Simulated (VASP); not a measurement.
Runs of VASP 6.6.1 on WC. The structure is that of space group Fm-3m (No. 225), or close to it. The cells are those of the table. 

```csv
cell,gap on the mesh (eV),pressure (GPa)
"a = 3.142 Å, angles 60.0°, 2 atoms",none,-21.6
"a = 3.101 Å, angles 60.0°, 2 atoms",none,(b)
"a = 2.972 Å, angles 60.0°, 2 atoms",none,50.4
"a = 3.181 Å, angles 60.0°, 2 atoms",none,-31.7
"a = 3.016 Å, angles 60.0°, 2 atoms",none,26.1
"a = 3.059 Å, angles 60.0°, 2 atoms",none,(a)
"a = 3.220 Å, angles 60.0°, 2 atoms",none,-39.8
```

Alike in all rows: task single point; level PBEsol; potentials or basis VASP PAW PBE potentials, release 64 (W_sv, C); no spin polarisation; k mesh 11 × 11 × 11; cutoff (eV) 520; smearing methfessel-paxton 0.05 eV.

Task: Estimate the missing entries.

Result: (a) 6.6; (b) -9.0.

Caveats: the PAW data sets were made with another functional, which shifts forces and pressure a little; spin-orbit coupling is left out, which moves the levels of the heavy elements.

A k mesh can miss the band edges, and the runs leave out spin-orbit coupling on W.

A gap of «none» marks levels without a gap at the run's occupations.
